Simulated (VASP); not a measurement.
# Ca2Sn2N (P6_3/mmc) in VASP: notebook

The runs below take Ca2Sn2N through single point, relaxation of cell and atoms, with PBE.

All numbers are computed with VASP 6.6.1; they aren't measurements. Logs are shortened: lines on timing, memory, paths and dates and some standing lists are left out, and cuts for length are marked.

**1. The cell of the first run**

It takes space group P6_3/mmc (No. 194, hexagonal). The conventional cell has a = 3.548 Å, b = 3.548 Å, c = 21.916 Å, α = 90.00°, β = 90.00°, γ = 120.00°. Within 3.2 Å of Ca (site symmetry 3m) lie 3 N at 2.40 Å. Sn (site symmetry 3m) has 7 Sn at 2.88 to 3.55 Å and 3 Ca at 3.46 Å within 3.8 Å. Within 3.2 Å of N (site symmetry -3m) lie 6 Ca at 2.40 Å.

**2. Single point, PBE**

INCAR

```
ALGO = Normal ; EDIFF = 1E-6
ENCUT = 520 ; GGA = PE
ISIF = 2 ; ISMEAR = 0
LASPH = T ; LCHARG = F
LREAL = F ; LWAVE = F
NBANDS = 64 ; NELM = 80
PREC = Accurate ; SIGMA = 0.2
```

KPOINTS

```
k-points
0
Gamma
  6 6 1
```

POSCAR

```
Ca2Sn2N
1.0
    3.5481627490      0.0000000000      0.0000000000
   -1.7740813745      3.0727990774      0.0000000000
    0.0000000000      0.0000000000     21.9160260584
Ca Sn N
4 4 2
Direct
    0.6666666667      0.3333333333      0.9426805348
    0.3333333333      0.6666666667      0.0573194652
    0.6666666667      0.3333333333      0.5573194652
    0.3333333333      0.6666666667      0.4426805348
    0.3333333333      0.6666666667      0.6844071339
    0.3333333333      0.6666666667      0.8155928661
    0.6666666667      0.3333333333      0.1844071339
    0.6666666667      0.3333333333      0.3155928661
    0.0000000000      0.0000000000      0.0000000000
    0.0000000000      0.0000000000      0.5000000000
```

Potentials or basis: VASP PAW PBE potentials, release 64 (Ca_sv, Sn_d, N).

Command:

```console
> cat potpaw_PBE.64/Ca_sv/POTCAR potpaw_PBE.64/Sn_d/POTCAR potpaw_PBE.64/N/POTCAR > POTCAR
> mpirun -np 1 vasp_std > vasp.out
```

OUTCAR:

```text
EDIFF = 1E-6
   ENCUT = 520
   GGA = PE
   ISIF = 2
   ISMEAR = 0
   LASPH = T
   LREAL = F
   NELM = 80
   PREC = Accurate

 ion  position               nearest neighbor table
   1  0.667  0.333  0.943-   9 2.40   9 2.40   9 2.40   6 3.46   6 3.46   6 3.46
   2  0.333  0.667  0.057-   9 2.40   9 2.40   9 2.40   7 3.46   7 3.46   7 3.46
   3  0.667  0.333  0.557-  10 2.40  10 2.40  10 2.40   5 3.46   5 3.46   5 3.46
   4  0.333  0.667  0.443-  10 2.40  10 2.40  10 2.40   8 3.46   8 3.46   8 3.46
   5  0.333  0.667  0.684-   6 2.88   3 3.46   3 3.46   3 3.46
   6  0.333  0.667  0.816-   5 2.88   1 3.46   1 3.46   1 3.46
   7  0.667  0.333  0.184-   8 2.88   2 3.46   2 3.46   2 3.46
   8  0.667  0.333  0.316-   7 2.88   4 3.46   4 3.46   4 3.46
   9  0.000  0.000  0.000-   1 2.40   2 2.40   1 2.40   2 2.40   1 2.40   2 2.40
  10  0.000  0.000  0.500-   3 2.40   4 2.40   3 2.40   4 2.40   3 2.40   4 2.40

  LATTYP: Found a hexagonal cell.
 ALAT       =     3.5481627490
 C/A-ratio  =     6.1767251416

  Lattice vectors:

 A1 = (   3.5481627490,   0.0000000000,   0.0000000000)
 A2 = (  -1.7740813745,   3.0727990774,   0.0000000000)
 A3 = (   0.0000000000,   0.0000000000,  21.9160260584)

Analysis of symmetry for initial positions (statically):
=====================================================================
 Subroutine PRICEL returns:
 Original cell was already a primitive cell.

 Routine SETGRP: Setting up the symmetry group for a
 hexagonal supercell.

 Subroutine GETGRP returns: Found 24 space group operations
 (whereof 12 operations were pure point group operations)
 out of a pool of 24 trial point group operations.

The static configuration has the point symmetry D_3d.
 The point group associated with its full space group is D_6h.

Analysis of symmetry for dynamics (positions and initial velocities):
=====================================================================
 Subroutine PRICEL returns:
 Original cell was already a primitive cell.

 Routine SETGRP: Setting up the symmetry group for a
 hexagonal supercell.

 Subroutine GETGRP returns: Found 24 space group operations
 (whereof 12 operations were pure point group operations)
 out of a pool of 24 trial point group operations.

The dynamic configuration has the point symmetry D_3d.
 The point group associated with its full space group is D_6h.
[... 102 lines left out ...]
   NFREE  =      0    steps in history (QN), initial steepest desc. (CG)
   ISIF   =      2    stress and relaxation
   ISYM   =      2    0-nonsym 1-usesym 2-fastsym
   POTIM  = 0.5000    time-step for ionic-motion
   TEBEG  =    0.0;   TEEND  =   0.0 temperature during run
   PSTRESS=    0.0 pullay stress
   NELECT =     106.0000    total number of electrons
   NUPDOWN=      -1.0000    fix difference up-down
   EMIN   =  10.00;   EMAX   =-10.00  energy-range for DOS
   EFERMI =   0.00;   METHOD = LEGACY
   ISMEAR =     0;   SIGMA  =   0.20  broadening in eV -4-tet -1-fermi 0-gaus
   EFERMI_NEDOS =   21; number of points for ismear=-14 and -15
   IALGO  =     38    algorithm
   IMIX   =      4    mixing-type and parameters
     AMIX     =   0.40;   BMIX     =  1.00
     AMIX_MAG =   1.60;   BMIX_MAG =  1.00
  volume/ion in A,a.u.               =      23.89       161.25
  Fermi-wavevector in a.u.,A,eV,Ry     =   1.248562  2.359441 21.210235  1.558908
  Thomas-Fermi vector in A             =   2.382643
   LORBIT       =      0    0 simple, 1 ext, 2 COOP (PROOUT), +10 PAW based schemes
   GGA     = PE    functional components
   LHFCALC =     F    Hartree Fock is set to
   AEXX    =    0.0000 exact exchange contribution
   IVDW    =     0    specifies the selected vdW correction
   LEPSILON=     F    determine dielectric tensor
   LRPA    =     F    only Hartree local field effects (RPA)
 non-spin polarized calculation
 Gauss-broadening in eV      SIGMA  =   0.20
  energy-cutoff  :      520.00
  volume of cell :      238.95
 maximum number of plane-waves:      6537
 NGX is ok and might be reduce to    28
   NGX = 13   NGY = 13   NGZ = 81

 number of electron     105.9999993 magnetization

 Free energy of the ion-electron system (eV)
  ---------------------------------------------------
  ext. energy  EPLUGINS =         0.00000000
  ---------------------------------------------------
  free energy    TOTEN  =       -45.57957552 eV

  energy without entropy =      -45.51785519  energy(sigma->0) =      -45.54871535

 E-fermi :   4.9448     XC(G=0):  -9.6558

 val. band max:        4.8309222410   @ k =   0.1667   0.1667   0.0000
 cond. band min:       5.0693601897   @ k =   0.0000   0.0000   0.0000
 fundamental gap:      0.2384379487
 Fermi energy:         4.9448337471

 k-point     1 :       0.0000    0.0000    0.0000
  band No.  band energies     occupation
      1     -34.5806      2.00000
      2     -34.5806      2.00000
      3     -34.5033      2.00000
      4     -34.5033      2.00000
      5     -16.4196      2.00000
      6     -16.4185      2.00000
[... 458 lines left out ...]
     63       8.5321      0.00000
     64       8.7568      0.00000

------------------------ aborting loop because EDIFF is reached ----------------------------------------

  FORCE on cell =-STRESS in cart. coord.  units (eV):
  Direction    XX          YY          ZZ          XY          YZ          ZX
  --------------------------------------------------------------------------------------
  -------------------------------------------------------------------------------------
  Total        0.1462256      0.1462256      1.2547562      0.0000000      0.0000000      0.0000000
  in kB        0.9804705      0.9804705      8.4133785      0.0000000      0.0000000      0.0000000
  external PRESSURE =       3.4581065 kB  Pullay stress =       0.0000000 kB

 VOLUME and BASIS-vectors are now :
 -----------------------------------------------------------------------------
  energy-cutoff  :      520.00
  volume of cell :      238.95
      direct lattice vectors                 reciprocal lattice vectors
     3.548162749  0.000000000  0.000000000     0.281836001  0.162718091  0.000000000
    -1.774081374  3.072799077  0.000000000     0.000000000  0.325436182  0.000000000
     0.000000000  0.000000000 21.916026058     0.000000000  0.000000000  0.045628710

 POSITION                                       TOTAL-FORCE (eV/Angst)
 -----------------------------------------------------------------------------------
      1.77408      1.02427     20.65981         0.000000     -0.000000     -0.034935
     -0.00000      2.04853      1.25621         0.000000      0.000000      0.034935
      1.77408      1.02427     12.21423        -0.000000     -0.000000      0.034935
     -0.00000      2.04853      9.70180         0.000000      0.000000     -0.034935
     -0.00000      2.04853     14.99948         0.000000     -0.000000     -0.158150
     -0.00000      2.04853     17.87455         0.000000     -0.000000      0.158150
      1.77408      1.02427      4.04147        -0.000000     -0.000000     -0.158150
      1.77408      1.02427      6.91654        -0.000000      0.000000      0.158150
      0.00000      0.00000      0.00000        -0.000000      0.000000      0.000000
      0.00000      0.00000     10.95801        -0.000000      0.000000      0.000000
 -----------------------------------------------------------------------------------
    total drift:                                0.000000      0.000000      0.000000

  FREE ENERGIE OF THE ION-ELECTRON SYSTEM (eV)
  ---------------------------------------------------
  free  energy   TOTEN  =       -45.5795755212 eV

  energy  without entropy=      -45.5178551869  energy(sigma->0) =      -45.54871535
```

OSZICAR:

```text
N       E                     dE             d eps       ncg     rms          rms(c)
DAV:   1     0.135793498494E+04    0.13579E+04   -0.50127E+04   920   0.212E+03
DAV:   2     0.169852368835E+03   -0.11881E+04   -0.11624E+04   896   0.644E+02
DAV:   3    -0.348283674767E+02   -0.20468E+03   -0.19995E+03  1120   0.221E+02
DAV:   4    -0.553498330853E+02   -0.20521E+02   -0.20199E+02  1240   0.618E+01
DAV:   5    -0.568973484208E+02   -0.15475E+01   -0.15395E+01  1520   0.155E+01    0.161E+01
DAV:   6    -0.454784747821E+02    0.11419E+02   -0.67266E+01  1224   0.213E+01    0.772E+00
DAV:   7    -0.457422871030E+02   -0.26381E+00   -0.89102E+00  1264   0.103E+01    0.427E+00
DAV:   8    -0.456752310130E+02    0.67056E-01   -0.23689E+00  1256   0.608E+00    0.193E+00
DAV:   9    -0.455709442325E+02    0.10429E+00   -0.53317E-01  1096   0.232E+00    0.643E-01
DAV:  10    -0.455775122192E+02   -0.65680E-02   -0.70407E-02  1448   0.819E-01    0.337E-01
DAV:  11    -0.455797202401E+02   -0.22080E-02   -0.17277E-02  1176   0.377E-01    0.139E-01
DAV:  12    -0.455795257793E+02    0.19446E-03   -0.36395E-03  1160   0.174E-01    0.257E-02
DAV:  13    -0.455795733740E+02   -0.47595E-04   -0.28331E-04  1264   0.650E-02    0.103E-02
DAV:  14    -0.455795771765E+02   -0.38025E-05   -0.29574E-05  1112   0.172E-02    0.580E-03
DAV:  15    -0.455795766995E+02    0.47692E-06   -0.14603E-05   832   0.113E-02    0.605E-03
DAV:  16    -0.455795755679E+02    0.11317E-05   -0.50495E-06   840   0.678E-03    0.144E-03
DAV:  17    -0.455795755212E+02    0.46672E-07   -0.38131E-07   640   0.312E-03
   1 F= -.45579576E+02 E0= -.45548715E+02  d E =-.617203E-01
```

Wall time 2.1 min (1 thread of Intel Xeon 6975P-C (Granite Rapids), shared host); peak memory 0.39 GiB.

What came out:

```yaml
Free_energy: -45.5796 eV
Pressure: 0.3 GPa
Largest_force: 0.158 eV/Å
Band_gap_on_the_k_mesh: zero (band 53 reaches 7.70 eV, above the bottom of band 54 at 4.16 eV)
```

Forces in eV/Å, atoms in the order of the input:
```
Ca   0.000  0.000 -0.035
Ca   0.000  0.000  0.035
Ca   0.000  0.000  0.035
Ca   0.000  0.000 -0.035
Sn   0.000  0.000 -0.158
Sn   0.000  0.000  0.158
Sn   0.000  0.000 -0.158
Sn   0.000  0.000  0.158
N    0.000  0.000  0.000
N    0.000  0.000  0.000
```

Stress tensor (GPa, compression positive):
```
0.10 0.00 0.00
0.00 0.10 0.00
0.00 0.00 0.84
```

Levels at points of the mesh, in eV from the Fermi level:
```tsv
k point	band 51	band 52	band 53	band 54	band 55	band 56	band 57	band 58
(0.00, 0.00, 0.00)	0.12	1.20	2.75	4.07	4.25	4.25	4.29	4.29
(0.50, 0.00, 0.00)	-0.99	-0.90	-0.79	-0.79	1.83	1.93	2.38	2.39
```

Caveat: spin-orbit coupling is left out, which moves the levels of the heavy elements.

**3. Single point, PBE**

This run uses another cell than the first one, of 23.77 Å³/atom, 0.995 times its volume.

INCAR

```
SYSTEM = Ca2Sn2N
PREC     = Accurate       ! precision mode
ENCUT    = 520            ! plane-wave cutoff, eV
EDIFF    = 1E-7           ! SCF threshold, eV
ISMEAR   = 0              ! smearing method
SIGMA    = 0.2            ! smearing width, eV
LREAL    = .False.        ! projectors in reciprocal space
LASPH    = .True.         ! aspherical terms in the spheres
NELM     = 100            ! most SCF steps
ALGO     = Normal         ! electronic algorithm
ISIF     = 2              ! what is computed and relaxed
LWAVE    = .False.        ! write WAVECAR
LCHARG   = .False.        ! write CHGCAR
GGA      = PE             ! functional
NBANDS   = 64             ! bands
```

KPOINTS

```
Automatic mesh
0
Gamma
  5 5 1
  0 0 0
```

POSCAR

```
Ca2Sn2N
1.0
    3.5446084643      0.0000000000      0.0000000000
   -1.7723042322      3.0697209766      0.0000000000
    0.0000000000      0.0000000000     21.8413713640
Ca Sn N
4 4 2
Direct
    0.6666666667      0.3333333333      0.9425479029
    0.3333333333      0.6666666667      0.0574520971
    0.6666666667      0.3333333333      0.5574520971
    0.3333333333      0.6666666667      0.4425479029
    0.3333333333      0.6666666667      0.6852615107
    0.3333333333      0.6666666667      0.8147384893
    0.6666666667      0.3333333333      0.1852615107
    0.6666666667      0.3333333333      0.3147384893
    0.0000000000      0.0000000000      0.0000000000
    0.0000000000      0.0000000000      0.5000000000
```

Potentials or basis: VASP PAW PBE potentials, release 64 (Ca_sv, Sn_d, N).

Command:

```console
> cat potpaw_PBE.64/Ca_sv/POTCAR potpaw_PBE.64/Sn_d/POTCAR potpaw_PBE.64/N/POTCAR > POTCAR
> mpirun -np 1 vasp_std > vasp.out
```

Run time: 1.9 min. Hardware: 1 thread of Intel Xeon 6975P-C (Granite Rapids), shared host; peak memory 0.37 GiB.

It converged, with:

```yaml
Free_energy: -45.6575 eV
Pressure: 0.4 GPa
Largest_force: 0.026 eV/Å
Band_gap_on_the_k_mesh: zero (band 53 reaches 7.75 eV, above the bottom of band 54 at 4.20 eV)
```

Forces on the atoms (eV/Å):
```
Ca   0.000  0.000 -0.026
Ca   0.000  0.000  0.026
Ca   0.000  0.000  0.026
Ca   0.000  0.000 -0.026
Sn   0.000  0.000 -0.003
Sn   0.000  0.000  0.003
Sn   0.000  0.000 -0.003
Sn   0.000  0.000  0.003
N    0.000  0.000  0.000
N    0.000  0.000  0.000
```

Stress tensor (GPa, compression positive):
```
0.25 0.00 0.00
0.00 0.25 0.00
0.00 0.00 0.62
```

Levels at points of the mesh, in eV from the Fermi level:
| k point | band 49 | band 50 | band 51 | band 52 | band 53 | band 54 | band 55 | band 56 |
| --- | --- | --- | --- | --- | --- | --- | --- | --- |
| (0.00, 0.00, 0.00) | -1.06 | -1.06 | -0.05 | 1.05 | 2.52 | 3.86 | 4.01 | 4.01 |

Caveat: the k points lie up to 0.41 Å⁻¹ apart; spin-orbit coupling is left out, which moves the levels of the heavy elements.

(Part 1 of 2 ends here.)
